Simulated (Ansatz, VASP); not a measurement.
## One calculation of Cs, two programs

```
Cs
1.0
     5.84641    0.00000    0.00000
    -2.92320    5.06314    0.00000
     0.00000    0.00000    9.58933
Cs
2
Cartesian
  0.0000 3.3754 2.3973
  2.9232 1.6877 7.1920
```

Alike in both runs: task single point; functional RPBE; k mesh 7 × 7 × 4; occupations fermi-dirac, width 0.1 eV; no spin polarisation.

|  | VASP | Ansatz |
| --- | --- | --- |
| version | VASP 6.6.1 | Ansatz 0.2.0 |
| potentials or method | VASP PAW PBE potentials, release 64 (Cs_sv), cutoff 520 eV | plane waves (420 eV) with PAW, scalar-relativistic |
| valence electrons in the cell | 18 | 18 |

|  | VASP | Ansatz | Ansatz less VASP |
| --- | --- | --- | --- |
| pressure (GPa) | -0.1 | -0.1 | +0.01 |

VASP's potentials were made for PBE, not for RPBE.

Neither program's run includes spin-orbit coupling.
